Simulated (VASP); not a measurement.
# LiAg4 (Pm-3m) in VASP: density of states with PBE

Aim: the density of states of LiAg4 with PBE.

Everything below comes from runs of VASP 6.6.1. Logs are shortened: lines on timing, memory, paths and dates and some standing lists are left out, and cuts for length are marked.

## 1. The cell of the first run

The structure is cubic, space group Pm-3m (No. 221). The conventional cell has a = 5.160 Å, b = 5.160 Å, c = 5.160 Å, α = 90.00°, β = 90.00°, γ = 90.00°. Li (site symmetry m-3m) has 20 Ag at 3.65 to 4.47 Å within 4.8 Å. Within 3.4 Å of Ag (site symmetry 4/mmm) lie 2 Ag at 2.58 Å. Ag (site symmetry m-3m) has 6 Ag at 2.58 Å within 3.4 Å.

## 2. Density of states, PBE

POSCAR reads:

```
LiAg4
1.0
    5.1599954888      0.0000000000      0.0000000000
    0.0000000000      5.1599954888      0.0000000000
    0.0000000000      0.0000000000      5.1599954888
Li Ag
1 4
Direct
    0.0000000000      0.0000000000      0.0000000000
    0.0000000000      0.5000000000      0.5000000000
    0.5000000000      0.0000000000      0.5000000000
    0.5000000000      0.5000000000      0.0000000000
    0.5000000000      0.5000000000      0.5000000000
```

INCAR.step1 reads:

```
SYSTEM = LiAg4
PREC     = Accurate       ! precision mode
ENCUT    = 520            ! plane-wave cutoff, eV
EDIFF    = 1E-6           ! SCF threshold, eV
ISMEAR   = 0              ! smearing method
SIGMA    = 0.1            ! smearing width, eV
LREAL    = .FALSE.        ! projectors in reciprocal space
LASPH    = .TRUE.         ! aspherical terms in the spheres
NELM     = 100            ! most SCF steps
ALGO     = Normal         ! electronic algorithm
ISIF     = 2              ! what is computed and relaxed
LWAVE    = .FALSE.        ! write WAVECAR
LCHARG   = .TRUE.         ! write CHGCAR
LMAXMIX  = 4              ! l up to which the mixer works
GGA      = PE             ! functional
NBANDS   = 32             ! bands
```

KPOINTS.step1 reads:

```
regular mesh
0
G
  8 8 8
  0 0 0
```

INCAR.step2 reads:

```
SYSTEM = LiAg4
PREC     = Accurate       ! precision mode
ENCUT    = 520            ! plane-wave cutoff, eV
EDIFF    = 1E-6           ! SCF threshold, eV
ISMEAR   = -5             ! smearing method
SIGMA    = 0.1            ! smearing width, eV
LREAL    = .FALSE.        ! projectors in reciprocal space
LASPH    = .TRUE.         ! aspherical terms in the spheres
NELM     = 100            ! most SCF steps
ALGO     = Normal         ! electronic algorithm
ISIF     = 2              ! what is computed and relaxed
LWAVE    = .FALSE.        ! write WAVECAR
LCHARG   = .FALSE.        ! write CHGCAR
LMAXMIX  = 4              ! l up to which the mixer works
GGA      = PE             ! functional
LORBIT   = 10             ! projections on sites
NEDOS    = 2001           ! points of the DOS
ICHARG   = 11             ! starting density
```

KPOINTS.step2 reads:

```
regular mesh
0
G
  12 12 12
  0 0 0
```

Potentials or basis: VASP PAW PBE potentials, release 64 (Li_sv, Ag).

Command:

```console
$ cat potpaw_PBE.64/Li_sv/POTCAR potpaw_PBE.64/Ag/POTCAR > POTCAR
$ cp INCAR.step1 INCAR
$ cp KPOINTS.step1 KPOINTS
$ mpirun -np 1 vasp_std > vasp.out
$ cp INCAR.step2 INCAR
$ cp KPOINTS.step2 KPOINTS
$ mpirun -np 1 vasp_std > vasp.out
```

OUTCAR:

```text
SYSTEM = LiAg4
   PREC = Accurate
   ENCUT = 520
   EDIFF = 1E-6
   ISMEAR = -5
   LREAL = .FALSE.
   LASPH = .TRUE.
   NELM = 100
   ISIF = 2
   GGA = PE
   LORBIT = 10
   ICHARG = 11

 ion  position               nearest neighbor table
   1  0.000  0.000  0.000-
   2  0.000  0.500  0.500-   5 2.58   5 2.58
   3  0.500  0.000  0.500-   5 2.58   5 2.58
   4  0.500  0.500  0.000-   5 2.58   5 2.58
   5  0.500  0.500  0.500-   2 2.58   3 2.58   4 2.58   4 2.58   3 2.58   2 2.58

  LATTYP: Found a simple cubic cell.
 ALAT       =     5.1599954888

  Lattice vectors:

 A1 = (   5.1599954888,   0.0000000000,   0.0000000000)
 A2 = (   0.0000000000,   5.1599954888,   0.0000000000)
 A3 = (   0.0000000000,   0.0000000000,   5.1599954888)

Analysis of symmetry for initial positions (statically):
=====================================================================
 Subroutine PRICEL returns:
 Original cell was already a primitive cell.

 Routine SETGRP: Setting up the symmetry group for a
 simple cubic supercell.

 Subroutine GETGRP returns: Found 48 space group operations
 (whereof 48 operations were pure point group operations)
 out of a pool of 48 trial point group operations.

The static configuration has the point symmetry O_h .

Analysis of symmetry for dynamics (positions and initial velocities):
=====================================================================
 Subroutine PRICEL returns:
 Original cell was already a primitive cell.

 Routine SETGRP: Setting up the symmetry group for a
 simple cubic supercell.

 Subroutine GETGRP returns: Found 48 space group operations
 (whereof 48 operations were pure point group operations)
 out of a pool of 48 trial point group operations.

The dynamic configuration has the point symmetry O_h .

 Subroutine INISYM returns: Found 48 space group operations
 (whereof 48 operations are pure point group operations),
 and found     1 'primitive' translations

----------------------------------------------------------------------------------------

                                     Primitive cell

  volume of cell :     137.3877

  direct lattice vectors                    reciprocal lattice vectors
     5.159995489  0.000000000  0.000000000     0.193798619  0.000000000  0.000000000
     0.000000000  5.159995489  0.000000000     0.000000000  0.193798619  0.000000000
     0.000000000  0.000000000  5.159995489     0.000000000  0.000000000  0.193798619

  length of vectors
     5.159995489  5.159995489  5.159995489     0.193798619  0.193798619  0.193798619

  position of ions in fractional coordinates (direct lattice)
     0.000000000  0.000000000  0.000000000
     0.000000000  0.500000000  0.500000000
     0.500000000  0.000000000  0.500000000
     0.500000000  0.500000000  0.000000000
     0.500000000  0.500000000  0.500000000

  ion indices of the primitive-cell ions
   primitive index   ion index
                 1           1
                 2           2
                 3           3
                 4           4
                 5           5

----------------------------------------------------------------------------------------

 KPOINTS: regular mesh

Automatic generation of k-mesh.
 Grid dimensions read from file:
 generate k-points for:   12   12   12

 Generating k-lattice:

  Cartesian coordinates                     Fractional coordinates (reciprocal lattice)
     0.016149885  0.000000000  0.000000000     0.083333333  0.000000000  0.000000000
     0.000000000  0.016149885  0.000000000     0.000000000  0.083333333  0.000000000
     0.000000000  0.000000000  0.016149885     0.000000000  0.000000000  0.083333333

  Length of vectors
     0.016149885  0.016149885  0.016149885

  Shift w.r.t. Gamma in fractional coordinates (k-lattice)
     0.000000000  0.000000000  0.000000000

 TETIRR: Found    854 inequivalent tetrahedra from    10368

 Subroutine IBZKPT returns following result:
 ===========================================

 Found     84 irreducible k-points:

 Following reciprocal coordinates:
            Coordinates               Weight
  0.000000  0.000000  0.000000      1.000000
  0.083333  0.000000  0.000000      6.000000
  0.166667  0.000000  0.000000      6.000000
  0.250000  0.000000  0.000000      6.000000
  0.333333  0.000000  0.000000      6.000000
  0.416667  0.000000  0.000000      6.000000
[... 16 lines left out ...]
  0.333333  0.333333  0.000000     12.000000
  0.416667  0.333333  0.000000     24.000000
 [... further k-points ...]
   k-points           NKPTS =     84   k-points in BZ     NKDIM =     84   number of bands    NBANDS=     28
   number of dos      NEDOS =   2001   number of ions     NIONS =      5
   total plane-waves  NPLWV =  64000
   dimension x,y,z NGX =    40 NGY =   40 NGZ =   40
   dimension x,y,z NGXF=    80 NGYF=   80 NGZF=   80
   ions per type =               1   4
   NGX,Y,Z   is equivalent  to a cutoff of  12.89, 12.89, 12.89 a.u.
   NGXF,Y,Z  is equivalent  to a cutoff of  25.77, 25.77, 25.77 a.u.
 SYSTEM =  LiAg4
   PREC   = accura    normal or accurate (medium, high low for compatibility)
   ISTART =      0    job   : 0-new  1-cont  2-samecut
   ICHARG =     11    charge: 1-file 2-atom 10-const
   ISPIN  =      1    spin polarized calculation?
   LNONCOLLINEAR =      F non collinear calculations
   LSORBIT =      F    spin-orbit coupling
   LASPH  =      T    aspherical Exc in radial PAW
   ENCUT  =  520.0 eV  38.22 Ry    6.18 a.u.   9.59  9.59  9.59*2*pi/ulx,y,z
   NELM   =    100;   NELMIN=  2; NELMDL=  0     # of ELM steps
   EDIFF  = 0.1E-05   stopping-criterion for ELM
   LREAL  =      F    real-space projection
   EDIFFG = 0.1E-04   stopping-criterion for IOM
   NSW    =      0    number of steps for IOM
   IBRION =     -1    ionic relax: 0-MD 1-quasi-New 2-CG
   NFREE  =      0    steps in history (QN), initial steepest desc. (CG)
   ISIF   =      2    stress and relaxation
   ISYM   =      2    0-nonsym 1-usesym 2-fastsym
   POTIM  = 0.5000    time-step for ionic-motion
   TEBEG  =    0.0;   TEEND  =   0.0 temperature during run
   PSTRESS=    0.0 pullay stress
   NELECT =      47.0000    total number of electrons
   NUPDOWN=      -1.0000    fix difference up-down
   EMIN   =  10.00;   EMAX   =-10.00  energy-range for DOS
   EFERMI =   0.00;   METHOD = LEGACY
   ISMEAR =    -5;   SIGMA  =   0.10  broadening in eV -4-tet -1-fermi 0-gaus
   EFERMI_NEDOS =   21; number of points for ismear=-14 and -15
   IALGO  =     38    algorithm
   IMIX   =      4    mixing-type and parameters
     AMIX     =   0.40;   BMIX     =  1.00
     AMIX_MAG =   1.60;   BMIX_MAG =  1.00
  volume/ion in A,a.u.               =      27.48       185.43
  Fermi-wavevector in a.u.,A,eV,Ry     =   1.144963  2.163666 17.836426  1.310940
  Thomas-Fermi vector in A             =   2.281653
   LORBIT       =     10    0 simple, 1 ext, 2 COOP (PROOUT), +10 PAW based schemes
   GGA     = PE    functional components
   LHFCALC =     F    Hartree Fock is set to
   AEXX    =    0.0000 exact exchange contribution
   IVDW    =     0    specifies the selected vdW correction
   LEPSILON=     F    determine dielectric tensor
   LRPA    =     F    only Hartree local field effects (RPA)
 non-spin polarized calculation
 Fermi weights with tetrahedron method with Bloechl corrections
  energy-cutoff  :      520.00
  volume of cell :      137.39
 maximum number of plane-waves:      3755
 NGX is ok and might be reduce to    40

 number of electron      47.0000000 magnetization

 Free energy of the ion-electron system (eV)
  ---------------------------------------------------
  ext. energy  EPLUGINS =         0.00000000
  ---------------------------------------------------
  free energy    TOTEN  =       -10.43969564 eV

  energy without entropy =      -10.43969564  energy(sigma->0) =      -10.43969564

 E-fermi :   2.8291     XC(G=0):  -8.6904

 val. band max:        2.9514874163   @ k =   0.1667   0.1667   0.1667
 cond. band min:       2.8050115145   @ k =   0.4167   0.3333   0.3333
 fundamental gap:     -0.1464759018
 Fermi energy:         2.8291073105

 k-point     1 :       0.0000    0.0000    0.0000
  band No.  band energies     occupation
      1     -45.1096      2.00000
      2      -3.1970      2.00000
      3      -3.1970      2.00000
      4      -3.0162      2.00000
      5      -2.6243      2.00000
      6      -2.6243      2.00000
[... 20 lines left out ...]
     27       5.7378      0.00000
     28       6.4208      0.00000

 k-point     2 :       0.0833    0.0000    0.0000
  band No.  band energies     occupation
      1     -45.1096      2.00000
      2      -3.1963      2.00000
      3      -3.1685      2.00000
      4      -2.9811      2.00000
      5      -2.6227      2.00000
      6      -2.6050      2.00000
[... 20 lines left out ...]
     27       6.0225      0.00000
     28       6.5969      0.00000

 k-point     3 :       0.1667    0.0000    0.0000
  band No.  band energies     occupation
      1     -45.1096      2.00000
      2      -3.1943      2.00000
      3      -3.1206      2.00000
      4      -2.8413      2.00000
      5      -2.6186      2.00000
      6      -2.5494      2.00000
[... 20 lines left out ...]
     27       6.2337      0.00000
     28       7.3183      0.00000

 k-point     4 :       0.2500    0.0000    0.0000
  band No.  band energies     occupation
      1     -45.1096      2.00000
      2      -3.1917      2.00000
      3      -3.0875      2.00000
      4      -2.6128      2.00000
      5      -2.5723      2.00000
      6      -2.4649      2.00000
[... 578 lines left out ...]
     27       6.8976      0.00000
     28       6.9479      0.00000

 k-point    23 :       0.3333    0.3333    0.0000
  band No.  band energies     occupation
      1     -45.1096      2.00000
      2      -3.1216      2.00000
      3      -2.4470      2.00000
      4      -2.3543      2.00000
      5      -2.3364      2.00000
      6      -2.1224      2.00000
[... 20 lines left out ...]
     27       6.7089      0.00000
     28       7.6957      0.00000

 k-point    24 :       0.4167    0.3333    0.0000
  band No.  band energies     occupation
      1     -45.1096      2.00000
      2      -3.1161      2.00000
      3      -2.3405      2.00000
      4      -2.3394      2.00000
      5      -2.2580      2.00000
      6      -1.9894      2.00000
[... 20 lines left out ...]
     27       6.9157      0.00000
     28       7.4344      0.00000

 [... further k-points ...]
[... 5 lines left out ...]
  --------------------------------------------------------------------------------------
  -------------------------------------------------------------------------------------
  Total       -0.1744742     -0.1744742     -0.1744742      0.0000000      0.0000000      0.0000000
  in kB       -2.0346688     -2.0346688     -2.0346688      0.0000000      0.0000000      0.0000000
  external PRESSURE =      -2.0346688 kB  Pullay stress =       0.0000000 kB

 VOLUME and BASIS-vectors are now :
 -----------------------------------------------------------------------------
  energy-cutoff  :      520.00
  volume of cell :      137.39
      direct lattice vectors                 reciprocal lattice vectors
     5.159995489  0.000000000  0.000000000     0.193798619  0.000000000  0.000000000
     0.000000000  5.159995489  0.000000000     0.000000000  0.193798619  0.000000000
     0.000000000  0.000000000  5.159995489     0.000000000  0.000000000  0.193798619

 POSITION                                       TOTAL-FORCE (eV/Angst)
 -----------------------------------------------------------------------------------
      0.00000      0.00000      0.00000         0.000000      0.000000      0.000000
      0.00000      2.58000      2.58000         0.000000      0.000000      0.000000
      2.58000      0.00000      2.58000         0.000000      0.000000      0.000000
      2.58000      2.58000      0.00000         0.000000      0.000000      0.000000
      2.58000      2.58000      2.58000         0.000000      0.000000      0.000000
 -----------------------------------------------------------------------------------
    total drift:                                0.000000     -0.000000     -0.000000

  FREE ENERGIE OF THE ION-ELECTRON SYSTEM (eV)
  ---------------------------------------------------
  free  energy   TOTEN  =       -10.4396956417 eV

  energy  without entropy=      -10.4396956417  energy(sigma->0) =      -10.43969564

 total charge

# of ion       s       p       d       tot
------------------------------------------
    1        1.998   0.015   0.000   2.012
    2        0.434   0.145   9.218   9.796
    3        0.434   0.145   9.218   9.796
    4        0.434   0.145   9.218   9.796
    5        0.532   0.324   9.165  10.021
--------------------------------------------------
tot          3.831   0.773  36.819  41.423
```

It took 3 min on 1 thread of Intel Xeon 6975P-C (Granite Rapids), shared host; peak memory 0.4 GiB.

Results:

```yaml
Valence_electrons_inside_the_program's_atomic_spheres: Li 2.01; Ag 9.80, 10.02
```

Caveat: the cutoff is under 1.25 times the usual one of these potentials, so pressure, stress and relaxed cells hold a basis-set (Pulay) error; tetrahedron occupations give inexact forces and stress in metals.
